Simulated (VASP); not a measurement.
# SiB2 in VASP: notebook

SiB2 is run at these levels: PBE; tasks: single point.

Everything below comes from runs of VASP 6.6.1. Logs are shortened: lines on timing, memory, paths and dates and some standing lists are left out, and cuts for length are marked.

### 1 The cell of the first run

The structure is monoclinic, space group C2/m (No. 12). Conventional cell: a = 10.147 Å, b = 4.806 Å, c = 5.717 Å, α = 90.00°, β = 121.70°, γ = 90.00°. Within 3.0 Å of Si (site symmetry 1) lie 6 B at 2.13 to 2.99 Å and 4 Si at 2.38 to 2.88 Å. B (site symmetry m) has 5 B at 1.77 to 1.96 Å and 2 Si at 2.20 Å within 2.3 Å. B (site symmetry 1) has 4 B at 1.77 to 1.88 Å and 2 Si at 2.13 to 2.16 Å within 2.3 Å. Within 2.4 Å of B (site symmetry m) lie 4 B at 1.77 to 1.96 Å and 2 Si at 2.15 Å.

### 2 Single point, PBE

Input file INCAR:

```
  PREC = Accurate
  ENCUT = 520
  EDIFF = 1E-6
  ISMEAR = 0
  SIGMA = 0.2
  LREAL = False
  LASPH = True
  NELM = 60
  ALGO = Fast
  ISIF = 2
  LWAVE = False
  LCHARG = False
  GGA = PE
  NBANDS = 32
```

Input file KPOINTS:

```
regular mesh
0
Gamma
  6 6 4
```

Input file POSCAR:

```
SiB2
1.0
    0.0000000000     -4.8063203823      0.0000000000
   -5.0733205060      2.4031601912      0.0015972929
    3.0027783773      0.0000000000     -4.8645621128
Si B
4 8
Direct
    0.8783956750      0.2621769262      0.2777064827
    0.1216043250      0.7378230738      0.7222935173
    0.6162187488      0.7378230738      0.7222935173
    0.3837812512      0.2621769262      0.2777064827
    0.7905788994      0.5811577987      0.9481957444
    0.5718857928      0.7722169716      0.1065764081
    0.2003311788      0.7722169716      0.1065764081
    0.2094211006      0.4188422013      0.0518042556
    0.4281142072      0.2277830284      0.8934235919
    0.7996688212      0.2277830284      0.8934235919
    0.9714587726      0.9429175452      0.3244477899
    0.0285412274      0.0570824548      0.6755522101
```

Potentials or basis: VASP PAW PBE potentials, release 64 (Si, B).

Command:

```console
cat potpaw_PBE.64/Si/POTCAR potpaw_PBE.64/B/POTCAR > POTCAR
mpirun -np 1 vasp_std > vasp.out
```

OUTCAR:

```text
PREC = Accurate
   ENCUT = 520
   EDIFF = 1E-6
   ISMEAR = 0
   LREAL = False
   LASPH = True
   NELM = 60
   ISIF = 2
   GGA = PE

 ion  position               nearest neighbor table
   1  0.878  0.262  0.278-  10 2.13  11 2.15   6 2.16   8 2.20   4 2.38   2 2.42   4 2.43   3 2.88

   2  0.122  0.738  0.722-   7 2.13  12 2.15   9 2.16   5 2.20   3 2.38   1 2.42   3 2.43   4 2.88

   3  0.616  0.738  0.722-   6 2.13  12 2.15  10 2.16   5 2.20   2 2.38   4 2.42   2 2.43   1 2.88

   4  0.384  0.262  0.278-   9 2.13  11 2.15   7 2.16   8 2.20   1 2.38   3 2.42   1 2.43   2 2.88

   5  0.791  0.581  0.948-   7 1.77   6 1.77  10 1.88   9 1.88  11 1.96   2 2.20   3 2.20
   6  0.572  0.772  0.107-   5 1.77   7 1.79  11 1.86   8 1.88   3 2.13   1 2.16
   7  0.200  0.772  0.107-   5 1.77   6 1.79  11 1.86   8 1.88   2 2.13   4 2.16
   8  0.209  0.419  0.052-  10 1.77   9 1.77   7 1.88   6 1.88  12 1.96   1 2.20   4 2.20
   9  0.428  0.228  0.893-   8 1.77  10 1.79  12 1.86   5 1.88   4 2.13   2 2.16
  10  0.800  0.228  0.893-   8 1.77   9 1.79  12 1.86   5 1.88   1 2.13   3 2.16
  11  0.971  0.943  0.324-  12 1.77   6 1.86   7 1.86   5 1.96   4 2.15   1 2.15
  12  0.029  0.057  0.676-  11 1.77   9 1.86  10 1.86   8 1.96   3 2.15   2 2.15

  LATTYP: Found a base centered monoclinic cell.
 ALAT       =    10.1466415149
 B/A-ratio  =     0.4736858374
 C/A-ratio  =     0.5634079573
 COS(beta)  =    -0.5255323084

  Lattice vectors:

 A1 = (  -5.0733205060,  -2.4031601911,   0.0015972929)
 A2 = (  -5.0733205060,   2.4031601912,   0.0015972929)
 A3 = (   3.0027783773,   0.0000000000,  -4.8645621128)

Analysis of symmetry for initial positions (statically):
=====================================================================
 Subroutine PRICEL returns:
 Original cell was already a primitive cell.

 Routine SETGRP: Setting up the symmetry group for a
 base centered monoclinic supercell.

 Subroutine GETGRP returns: Found  4 space group operations
 (whereof  4 operations were pure point group operations)
 out of a pool of  4 trial point group operations.

The static configuration has the point symmetry C_2h.

Analysis of symmetry for dynamics (positions and initial velocities):
=====================================================================
 Subroutine PRICEL returns:
 Original cell was already a primitive cell.

 Routine SETGRP: Setting up the symmetry group for a
 base centered monoclinic supercell.

 Subroutine GETGRP returns: Found  4 space group operations
 (whereof  4 operations were pure point group operations)
 out of a pool of  4 trial point group operations.

The dynamic configuration has the point symmetry C_2h.

 Subroutine INISYM returns: Found  4 space group operations
 (whereof  4 operations are pure point group operations),
 and found     1 'primitive' translations

----------------------------------------------------------------------------------------

                                     Primitive cell

  volume of cell :     118.5944

  direct lattice vectors                    reciprocal lattice vectors
     0.000000000 -4.806320382  0.000000000    -0.098573940 -0.208059372 -0.060847346
    -5.073320506  2.403160191  0.001597293    -0.197147880  0.000000000 -0.121694693
     3.002778377  0.000000000 -4.864562113    -0.000064734  0.000000000 -0.205608307

  length of vectors
     4.806320382  5.613711999  5.716698569     0.238134255  0.231682724  0.205608318

  position of ions in fractional coordinates (direct lattice)
     0.878395675  0.262176926  0.277706483
     0.121604325  0.737823074  0.722293517
     0.616218749  0.737823074  0.722293517
     0.383781251  0.262176926  0.277706483
     0.790578899  0.581157799  0.948195744
     0.571885793  0.772216972  0.106576408
     0.200331179  0.772216972  0.106576408
     0.209421101  0.418842201  0.051804256
     0.428114207  0.227783028  0.893423592
     0.799668821  0.227783028  0.893423592
     0.971458773  0.942917545  0.324447790
     0.028541227  0.057082455  0.675552210

  ion indices of the primitive-cell ions
   primitive index   ion index
                 1           1
                 2           2
                 3           3
                 4           4
                 5           5
                 6           6
                 7           7
                 8           8
                 9           9
                10          10
                11          11
                12          12

----------------------------------------------------------------------------------------

 KPOINTS: regular mesh

Automatic generation of k-mesh.
 Grid dimensions read from file:
 generate k-points for:    6    6    4

 Generating k-lattice:

  Cartesian coordinates                     Fractional coordinates (reciprocal lattice)
    -0.016428990 -0.034676562 -0.010141224     0.166666667  0.000000000 -0.000000000
    -0.032857980  0.000000000 -0.020282449     0.000000000  0.166666667  0.000000000
    -0.000016184  0.000000000 -0.051402077     0.000000000  0.000000000  0.250000000

  Length of vectors
     0.039689043  0.038613787  0.051402079

  Shift w.r.t. Gamma in fractional coordinates (k-lattice)
     0.000000000  0.000000000  0.000000000

 Subroutine IBZKPT returns following result:
 ===========================================

 Found     47 irreducible k-points:

 Following reciprocal coordinates:
            Coordinates               Weight
  0.000000  0.000000  0.000000      1.000000
  0.166667  0.000000  0.000000      4.000000
  0.333333  0.000000 -0.000000      4.000000
  0.500000  0.000000  0.000000      2.000000
  0.000000  0.166667 -0.000000      2.000000
  0.166667  0.166667 -0.000000      4.000000
[... 16 lines left out ...]
  0.500000  0.166667  0.250000      4.000000
 -0.333333  0.166667  0.250000      4.000000
 [... further k-points ...]
   k-points           NKPTS =     47   k-points in BZ     NKDIM =     47   number of bands    NBANDS=     32
   number of dos      NEDOS =    301   number of ions     NIONS =     12
   total plane-waves  NPLWV =  72576
   dimension x,y,z NGX =    36 NGY =   42 NGZ =   48
   dimension x,y,z NGXF=    72 NGYF=   84 NGZF=   96
   ions per type =               4   8
   NGX,Y,Z   is equivalent  to a cutoff of  12.45, 12.44, 13.96 a.u.
   NGXF,Y,Z  is equivalent  to a cutoff of  24.90, 24.88, 27.92 a.u.
 SYSTEM =  unknown system
   PREC   = accura    normal or accurate (medium, high low for compatibility)
   ISTART =      0    job   : 0-new  1-cont  2-samecut
   ICHARG =      2    charge: 1-file 2-atom 10-const
   ISPIN  =      1    spin polarized calculation?
   LNONCOLLINEAR =      F non collinear calculations
   LSORBIT =      F    spin-orbit coupling
   LASPH  =      T    aspherical Exc in radial PAW
   ENCUT  =  520.0 eV  38.22 Ry    6.18 a.u.   8.94 10.44 10.63*2*pi/ulx,y,z
   NELM   =     60;   NELMIN=  2; NELMDL= -5     # of ELM steps
   EDIFF  = 0.1E-05   stopping-criterion for ELM
   LREAL  =      F    real-space projection
   EDIFFG = 0.1E-04   stopping-criterion for IOM
   NSW    =      0    number of steps for IOM
   IBRION =     -1    ionic relax: 0-MD 1-quasi-New 2-CG
   NFREE  =      0    steps in history (QN), initial steepest desc. (CG)
   ISIF   =      2    stress and relaxation
   ISYM   =      2    0-nonsym 1-usesym 2-fastsym
   POTIM  = 0.5000    time-step for ionic-motion
   TEBEG  =    0.0;   TEEND  =   0.0 temperature during run
   PSTRESS=    0.0 pullay stress
   NELECT =      40.0000    total number of electrons
   NUPDOWN=      -1.0000    fix difference up-down
   EMIN   =  10.00;   EMAX   =-10.00  energy-range for DOS
   EFERMI =   0.00;   METHOD = LEGACY
   ISMEAR =     0;   SIGMA  =   0.20  broadening in eV -4-tet -1-fermi 0-gaus
   EFERMI_NEDOS =   21; number of points for ismear=-14 and -15
   IALGO  =     68    algorithm
   IMIX   =      4    mixing-type and parameters
     AMIX     =   0.40;   BMIX     =  1.00
     AMIX_MAG =   1.60;   BMIX_MAG =  1.00
  volume/ion in A,a.u.               =       9.88        66.69
  Fermi-wavevector in a.u.,A,eV,Ry     =   1.139567  2.153470 17.668716  1.298614
  Thomas-Fermi vector in A             =   2.276271
   LORBIT       =      0    0 simple, 1 ext, 2 COOP (PROOUT), +10 PAW based schemes
   GGA     = PE    functional components
   LHFCALC =     F    Hartree Fock is set to
   AEXX    =    0.0000 exact exchange contribution
   IVDW    =     0    specifies the selected vdW correction
   LEPSILON=     F    determine dielectric tensor
   LRPA    =     F    only Hartree local field effects (RPA)
 non-spin polarized calculation
 RMM-DIIS sequential band-by-band and
 Gauss-broadening in eV      SIGMA  =   0.20
  energy-cutoff  :      520.00
  volume of cell :      118.59
 maximum number of plane-waves:      3212
   NGX = 17   NGY = 21   NGZ = 21

 number of electron      39.9999999 magnetization

 Free energy of the ion-electron system (eV)
  ---------------------------------------------------
  ext. energy  EPLUGINS =         0.00000000
  ---------------------------------------------------
  free energy    TOTEN  =       -70.04683604 eV

  energy without entropy =      -70.01564194  energy(sigma->0) =      -70.03123899

 E-fermi :   8.3734     XC(G=0): -11.1994

 val. band max:        8.3630856437   @ k =   0.3333   0.0000   0.5000
 cond. band min:       8.3930116799   @ k =   0.0000   0.5000   0.5000
 fundamental gap:      0.0299260362
 Fermi energy:         8.3733677447

 k-point     1 :       0.0000    0.0000    0.0000
  band No.  band energies     occupation
      1      -7.5701      2.00000
      2      -3.2295      2.00000
      3      -2.5508      2.00000
      4      -2.1340      2.00000
      5      -1.2136      2.00000
      6      -0.9331      2.00000
[... 24 lines left out ...]
     31      14.0913      0.00000
     32      14.2970      0.00000
[... 774 lines left out ...]
      2      -4.0804      2.00000
      3      -3.6491      2.00000
      4      -3.2990      2.00000
      5      -2.2791      2.00000
      6      -1.5705      2.00000
[... 24 lines left out ...]
     31      13.1686      0.00000
     32      13.2465      0.00000

 [... further k-points ...]

------------------------ aborting loop because EDIFF is reached ----------------------------------------

  FORCE on cell =-STRESS in cart. coord.  units (eV):
  Direction    XX          YY          ZZ          XY          YZ          ZX
  --------------------------------------------------------------------------------------
  -------------------------------------------------------------------------------------
  Total        0.0736460     -0.1977111     -0.0474386     -0.0000000      0.0000000     -0.1030192
  in kB        0.9949364     -2.6710213     -0.6408823     -0.0000000      0.0000000     -1.3917602
  external PRESSURE =      -0.7723224 kB  Pullay stress =       0.0000000 kB

 VOLUME and BASIS-vectors are now :
 -----------------------------------------------------------------------------
  energy-cutoff  :      520.00
  volume of cell :      118.59
      direct lattice vectors                 reciprocal lattice vectors
     0.000000000 -4.806320382  0.000000000    -0.098573940 -0.208059372 -0.060847346
    -5.073320506  2.403160191  0.001597293    -0.197147880  0.000000000 -0.121694693
     3.002778377  0.000000000 -4.864562113    -0.000064734  0.000000000 -0.205608307

 POSITION                                       TOTAL-FORCE (eV/Angst)
 -----------------------------------------------------------------------------------
     -0.49622     -3.59180     -1.35050         0.019389     -0.014685      0.032415
     -1.57433      1.18864     -3.51246        -0.019389      0.014685     -0.032415
     -1.57433     -1.18864     -3.51246        -0.019389     -0.014685     -0.032415
     -0.49622     -1.21452     -1.35050         0.019389      0.014685      0.032415
     -0.10118     -2.40316     -4.61163        -0.001609      0.000000     -0.000728
     -3.59768     -0.89291     -0.51721         0.020737     -0.040995      0.028895
     -3.59768      0.89291     -0.51721         0.020737      0.040995      0.028895
     -1.96936      0.00000     -0.25134         0.001609     -0.000000      0.000728
      1.52714     -1.51025     -4.34575        -0.020737      0.040995     -0.028895
      1.52714     -3.29607     -4.34575        -0.020737     -0.040995     -0.028895
     -3.80948     -2.40316     -1.57679        -0.019109      0.000000      0.005061
      1.73894      0.00000     -3.28617         0.019109     -0.000000     -0.005061
 -----------------------------------------------------------------------------------
    total drift:                               -0.000000     -0.000000      0.000000

  FREE ENERGIE OF THE ION-ELECTRON SYSTEM (eV)
  ---------------------------------------------------
  free  energy   TOTEN  =       -70.0468360391 eV

  energy  without entropy=      -70.0156419356  energy(sigma->0) =      -70.03123899
```

Run time: 5.1 min. Hardware: 1 thread of Oxide Virtual Turin-like, shared host; peak memory 0.28 GiB.

What came out:

```yaml
Free_energy: -70.0468 eV
Pressure: -0.1 GPa
Largest_force: 0.054 eV/Å
Band_gap_on_the_k_mesh: zero (bands 20 and 21 overlap by 1.34 eV)
```

Forces in eV/Å, atoms in the order of the input:
```
Si   0.019 -0.015  0.032
Si  -0.019  0.015 -0.032
Si  -0.019 -0.015 -0.032
Si   0.019  0.015  0.032
B   -0.002  0.000 -0.001
B    0.021 -0.041  0.029
B    0.021  0.041  0.029
B    0.002  0.000  0.001
B   -0.021  0.041 -0.029
B   -0.021 -0.041 -0.029
B   -0.019  0.000  0.005
B    0.019  0.000 -0.005
```

Stress tensor (GPa, compression positive):
```
 0.10  0.00 -0.14
 0.00 -0.27  0.00
-0.14  0.00 -0.06
```

Levels at points of the mesh, in eV from the Fermi level:
```csv
k point,band 18,band 19,band 20,band 21,band 22,band 23
"(0.00, 0.00, 0.00)",-0.92,-0.44,-0.43,0.54,0.75,2.79
"(0.50, 0.00, 0.00)",-1.55,-0.97,-0.27,1.18,1.38,1.87
"(0.00, 0.50, 0.00)",-3.33,-2.35,-1.57,-0.50,0.41,1.42
"(0.00, 0.00, 0.50)",-2.70,-1.63,-0.13,0.04,0.32,1.32
"(0.50, 0.00, 0.50)",-1.99,-0.93,0.26,0.40,0.99,1.72
"(0.00, 0.50, 0.50)",-1.98,-1.23,0.02,0.11,0.57,1.98
```

### 3 Single point, PBE

Input file INCAR:

```
SYSTEM = SiB2
ALGO = Fast
EDIFF = 1E-7
ENCUT = 520
GGA = PE
ISIF = 2
ISMEAR = 0
LASPH = .True.
LCHARG = .True.
LELF = .True.
LREAL = .False.
LVHAR = .True.
LWAVE = .False.
NBANDS = 32
NELM = 60
PREC = Accurate
SIGMA = 0.2
```

Input file KPOINTS:

```
k-points
0
Gamma
  6 6 4
  0 0 0
```

Input file POSCAR:

```
SiB2
1.0
    0.0006173283     -4.8055091773     -0.0021639631
   -5.0803071489      2.4034396898      0.0074088743
    3.0112413551     -0.0026638403     -4.8618223875
Si B
4 8
Direct
    0.8777914545      0.2611133574      0.2775724406
    0.1221560648      0.7388415716      0.7223876964
    0.6165975227      0.7389030587      0.7224876470
    0.3833975402      0.2611351063      0.2775601997
    0.7899778067      0.5797451205      0.9468138146
    0.5718575559      0.7706635844      0.1056179110
    0.1988191060      0.7705981719      0.1057276797
    0.2100150588      0.4202498840      0.0531585627
    0.4281533853      0.2293318596      0.8943923659
    0.8011971882      0.2294093234      0.8942824841
    0.9713485846      0.9426202683      0.3242156188
    0.0286887322      0.0573886938      0.6757835793
```

Potentials or basis: VASP PAW PBE potentials, release 64 (Si, B).

Command:

```console
cat potpaw_PBE.64/Si/POTCAR potpaw_PBE.64/B/POTCAR > POTCAR
mpirun -np 1 vasp_std > vasp.out
```

Run time: 12 min. Hardware: 1 thread of Oxide Virtual Turin-like, shared host; peak memory 0.34 GiB.

It converged, with:

```
Free energy            : -70.0478 eV
Pressure               : 0.0 GPa
Largest force          : 0.021 eV/Å
Band gap on the k mesh : zero (bands 20 and 21 overlap by 1.31 eV)
```

Forces on the atoms (eV/Å):
```
Si  -0.003 -0.009  0.011
Si   0.003  0.008 -0.012
Si   0.000 -0.011 -0.014
Si   0.000  0.011  0.016
B   -0.017  0.000 -0.002
B    0.001  0.008  0.008
B   -0.002 -0.004  0.019
B    0.018 -0.001  0.001
B    0.000 -0.008 -0.009
B    0.002  0.005 -0.018
B   -0.019  0.004 -0.006
B    0.019 -0.003  0.006
```

Stress tensor (GPa, compression positive):
```
-0.13  0.03  0.01
 0.03  0.05 -0.10
 0.01 -0.10  0.03
```

Levels at points of the mesh, in eV from the Fermi level:
```
           k point  band 17  band 18  band 19  band 20  band 21  band 22  band 23  band 24
(0.00, 0.00, 0.00)    -2.26    -0.94    -0.45    -0.44     0.50     0.76     2.78     2.84
(0.50, 0.00, 0.00)    -1.76    -1.57    -0.97    -0.27     1.17     1.38     1.86     2.23
(0.00, 0.50, 0.00)    -3.58    -3.33    -2.35    -1.56    -0.46     0.41     1.41     1.63
(0.50, 0.50, 0.00)    -1.76    -1.57    -0.97    -0.28     1.18     1.39     1.85     2.23
(0.00, 0.00, 0.50)    -2.72    -2.70    -1.61    -0.14    -0.03     0.30     1.34     2.41
(0.50, 0.00, 0.50)    -2.82    -1.99    -0.92     0.27     0.39     0.98     1.72     2.03
(0.00, 0.50, 0.50)    -2.09    -1.99    -1.24     0.06     0.11     0.52     2.00     2.07
(0.50, 0.50, 0.50)    -2.83    -1.99    -0.92     0.26     0.39     0.98     1.72     2.03
```

The gap in the log of VASP goes by the Fermi energy; the results here count the filled bands.